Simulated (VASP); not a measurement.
B11N12 (a cell with a defect), 23 atoms in the cell. The cell holds a defect, 23 atoms: a = 6.269 Å, b = 6.269 Å, c = 7.112 Å, α = 64.75°, β = 64.75°, γ = 73.63°.  This cell differs from its parent crystal: atoms taken out, then relaxed in part.

| Quantity | Value |
| --- | --- |
| Program | VASP 6.6.1 |
| Task | single point |
| Functional | PBEsol |
| Potentials or basis | VASP PAW PBE potentials, release 64 (B, N) |
| Cutoff | 520 eV |
| k mesh | 4 × 4 × 4 |
| Occupations | gaussian, width 0.05 eV |
| Spin | no spin polarisation |
| Dipole correction | no |
| Further INCAR settings | LREAL = Auto; ALGO = Normal; EDIFF = 1e-07; NBANDS = 64 |

Potentials or basis: VASP PAW PBE potentials, release 64 (B, N).

The run is started by

```sh
$ cat potpaw_PBE.64/B/POTCAR potpaw_PBE.64/N/POTCAR > POTCAR
$ mpirun -np 1 vasp_std > vasp.out
```

Hardware: 1 thread of AMD EPYC 9R45 96-Core Processor (Zen 5), on a shared host.

Task: How long does it take, and how much memory?

Result: It took 13 min on 1 thread of AMD EPYC 9R45 96-Core Processor (Zen 5) (shared host), peak memory 0.5 GiB. Counts: scf iterations 19, k points 36.
